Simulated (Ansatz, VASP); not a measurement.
Nb3Sn in VASP and in Ansatz

```
Nb Sn
1.0
     5.22109    0.00000    0.00000
     0.00000    5.22109    0.00000
     0.00000    0.00000    5.22109
Nb Sn
6 2
Direct
  0.25000 0.00000 0.50000
  0.50000 0.75000 0.00000
  0.75000 0.00000 0.50000
  0.50000 0.25000 0.00000
  0.00000 0.50000 0.75000
  0.00000 0.50000 0.25000
  0.00000 0.00000 0.00000
  0.50000 0.50000 0.50000
```

Alike in both runs: functional LDA; k mesh 6 × 6 × 6; occupations fermi-dirac, width 0.1 eV; no spin polarisation.

Ansatz relaxed the structure, and its values are those at the end. VASP's run is a single point on that final structure, the one shown.

```csv
,VASP,Ansatz
version,VASP 6.6.1,Ansatz 0.2.0
potentials or method,"VASP PAW LDA potentials, release 64 (Nb_sv, Sn_d), cutoff 520 eV",PAW plane waves
valence electrons in the cell,106,106
```

```tsv
	VASP	Ansatz	Ansatz less VASP
gap on the k mesh at the Fermi level (eV)	none	none	-
pressure (GPa)	0.0	0.0	-0.07
```

Ansatz warns that its potentials were made for another functional, while VASP's fit it. LDA's correlation is that of Perdew and Zunger in VASP and of Perdew and Wang (1992) in Ansatz. A gap of «none» marks a metal or a gap that the smearing closes.
